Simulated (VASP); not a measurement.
Wanted: the native input for a VASP 6.6.1 run.

| Item | Value |
| --- | --- |
| Task | single point |
| Functional | PBEsol |
| Potentials or basis | VASP PAW PBE potentials, release 64 (Si, O, Ga_d) |
| Cutoff | 520 eV |
| k mesh | 1 × 1 × 1 |
| Occupations | fermi-dirac, width 0.02 eV |
| Spin | collinear spin, ferromagnetic start |
| Dipole correction | no |
| Further INCAR settings | LREAL = Auto; ALGO = Normal; EDIFF = 1e-06; NBANDS = 168 |

The structure of GaSi16O32 (a cell with a defect) lies in POSCAR:

```
GaSi16O32
1.0
  -10.0000000000      0.0000000000      0.0000000000
    0.0000000000     -8.7300000000      0.0000000000
    0.0000000000      0.0000000000      8.2010000000
Si O Ga
16 32 1
Direct
    0.5067600000      0.3178579611      0.5479331789
    0.5172100000      0.7132187858      0.0627240580
    0.5619600000      0.3667697595      0.9332154615
    0.4533500000      0.6594043528      0.4305694428
    0.1979500000      0.8242268041      0.5566882088
    0.2985500000      0.1820160367      0.0303743446
    0.2638500000      0.8490378007      0.9453359346
    0.2407700000      0.1673081329      0.4218875747
    0.9708600000      0.3302978236      0.5709303743
    0.0099600000      0.6751546392      0.0618948909
    0.0334900000      0.3549026346      0.9350201195
    0.9363400000      0.6595761741      0.4305816364
    0.6843500000      0.7992898053      0.5867577125
    0.8090600000      0.1623940435      0.0614925009
    0.7577200000      0.8327949599      0.9639312279
    0.7446400000      0.1210423826      0.4341665651
    0.5104500000      0.6756471936      0.2487257652
    0.5485600000      0.3772508591      0.7254846970
    0.4598500000      0.4679152348      0.4540178027
    0.5891500000      0.5488316151     -0.0090964517
    0.6207400000      0.2418098511      0.4449335447
    0.3619700000      0.7192554410      1.0221070601
    0.4205600000      0.2871248568      0.0016827216
    0.5397400000      0.7321764032      0.5727472259
    0.2431400000      0.1745704467      0.2219241556
    0.2538700000      0.7864261168      0.7517010121
    0.2028300000     -0.0013516609      0.5000121936
    0.3280000000      0.0185681558     -0.0470064626
    0.3071700000      0.7447766323      0.4321911962
    0.1869600000      0.2745704467      0.9168759907
    0.1191700000      0.8402290951      0.0558224607
    0.3665400000      0.2007560137      0.5384221436
   -0.0006400000      0.6140320733      0.2432995976
   -0.0519600000      0.3276174112      0.7600902329
    0.9319500000      0.4824169530      0.4715034752
    0.0459900000      0.5358991982     -0.0614559200
    0.1255800000      0.2808247423      0.5077917327
    0.8569000000      0.7191638030      1.0564321424
    0.9482500000      0.2632875143      0.0664553103
    0.0455500000      0.7842840779      0.4990245092
    0.7686700000      0.1053608247      0.2401170589
    0.7413900000      0.7800687285      0.7724789660
    0.7063700000     -0.0255899198      0.5403975125
    0.8441100000     -0.0068384880     -0.0404218998
    0.7763800000      0.6892325315      0.4873917815
    0.6980300000      0.2757044674      0.9742226558
    0.6132400000      0.8676288660      0.0487989270
    0.8675800000      0.1879954181      0.5161931472
    0.5249700000      0.0251546392      0.7590537739
```

The input as run:

INCAR

```
ALGO = Normal
EDIFF = 1E-6
ENCUT = 520
GGA = PS
GGA_COMPAT = False
ISIF = 2
ISMEAR = -1
ISPIN = 2
LASPH = True
LCHARG = False
LORBIT = 11
LREAL = Auto
LWAVE = False
MAGMOM = 0 0 0 0 0 0 0 0 0 0 0 0 0 0 0 0 0 0 0 0 0 0 0 0 0 0 0 0 0 0 0 0 0 0 0 0 0 0 0 0 0 0 0 0 0 0 0 0 0.2
NBANDS = 168
NELM = 200
PREC = Accurate
SIGMA = 0.02
```

KPOINTS

```
k-points
0
Gamma
  1 1 1
```

Potentials or basis: VASP PAW PBE potentials, release 64 (Si, O, Ga_d).

Command:

```bash
$ cat potpaw_PBE.64/Si/POTCAR potpaw_PBE.64/O/POTCAR potpaw_PBE.64/Ga_d/POTCAR > POTCAR
$ mpirun -np 1 vasp_gam > vasp.out
```

Results of the run:

```
Pressure                                              : 0.6 GPa
Largest force                                         : 4.715 eV/Å
Band gap on the k mesh                                : 0.29 eV
Net moment                                            : 1.00 μB per cell
Site moments                                          : Si +0.00, +0.01; O +0.00, +0.04, +0.01, +0.02; Ga +0.23 μB
Valence electrons inside the program's atomic spheres : Si 1.66, 1.51, 1.63, 1.58, 1.59, 1.57, 1.62, 1.64, 1.75, 1.56, 1.73; O 5.29, 5.18, 5.22, 5.13, 5.26, 5.23, 5.25, 5.28, 5.17, 5.11, 5.24, 5.19, 5.15, 5.05, 5.20, 5.16, 5.27, 5.14, 5.21; Ga 11.48
```

Caveat: the k points lie up to 0.77 Å⁻¹ apart; the PAW data sets were made with another functional, which shifts forces and pressure a little.

It took 12 min on 1 thread of AMD EPYC 7R13 (shared host), peak memory 0.95 GiB.
